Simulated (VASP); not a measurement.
Here is a VASP 6.6.1 calculation.

INCAR

```
PREC     = Accurate       # precision mode
ENCUT    = 520            # plane-wave cutoff, eV
EDIFF    = 1E-6           # SCF threshold, eV
ISMEAR   = -1             # smearing method
SIGMA    = 0.05           # smearing width, eV
LREAL    = F              # projectors in reciprocal space
LASPH    = T              # aspherical terms in the spheres
NELM     = 150            # most SCF steps
ALGO     = Normal         # electronic algorithm
ISIF     = 2              # what is computed and relaxed
LWAVE    = F              # write WAVECAR
LCHARG   = F              # write CHGCAR
ISPIN    = 2              # spin polarisation
MAGMOM   = 0 0 1 1        # initial moments
LORBIT   = 11             # projections on sites
LMAXMIX  = 4              # l up to which the mixer works
GGA      = PS             # functional
NBANDS   = 27             # bands
```

KPOINTS

```
Automatic mesh
0
Gamma
  7 7 5
```

The input POSCAR:

```
NiSb
1.0
    3.9280000000      0.0000000000      0.0000000000
   -1.9640000000      3.4017477861      0.0000000000
    0.0000000000      0.0000000000      5.2224000000
Sb Ni
2 2
Direct
    0.6666666667      0.3333333333      0.7500000000
    0.3333333333      0.6666666667      0.2500000000
    0.0000000000      0.0000000000      0.5000000000
    0.0000000000      0.0000000000      0.0000000000
```

Potentials or basis: VASP PAW PBE potentials, release 64 (Sb, Ni).

Command:

```sh
$ cat potpaw_PBE.64/Sb/POTCAR potpaw_PBE.64/Ni/POTCAR > POTCAR
$ mpirun -np 1 vasp_std > vasp.out
```

Q: Estimate the net moment.

A: 0.00 μB per cell.

Q: Predict the pressure.

A: -4.1 GPa.

Stress tensor (GPa, compression positive):
```
-3.21  0.00  0.00
 0.00 -3.21  0.00
 0.00  0.00 -5.82
```

Caveat: the cell stands under tension; the moments typed at the start vanished in this run; the PAW data sets were made with another functional, which shifts forces and pressure a little.
